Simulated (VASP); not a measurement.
Crystal: KBr.

```
K Br
1.0
     5.59948    0.00000    0.00000
    -2.79974    4.84929    0.00000
     0.00000    0.00000    6.53155
K Br
2 2
Direct
  0.33333 0.66667 0.93750
  0.66667 0.33333 0.43750
  0.33333 0.66667 0.43750
  0.66667 0.33333 0.93750
```

This cell differs from its parent crystal: strain -0.3%.

Base run:

- Program: VASP 6.6.1
- Functional: PBE
- Potentials or basis: VASP PAW PBE potentials, release 64 (K_sv, Br)
- Cutoff: 520 eV
- k mesh: 6 × 6 × 4
- Occupations: fermi-dirac, width 0.02 eV
- Spin: no spin polarisation

Its results: band gap on the k mesh 4.20 eV, direct; pressure 0.5 GPa.

The run is repeated on the same cell with these changes: functional from PBE to r2SCAN; occupations from fermi-dirac, width 0.02 eV to gaussian, width 0.01 eV. What comes out?

Band gap on the k mesh 4.78 eV, direct; pressure 0.1 GPa.

Caveats: the PAW data sets were made with another functional, which shifts forces and pressure a little (some runs).

A k mesh can miss the band edges.
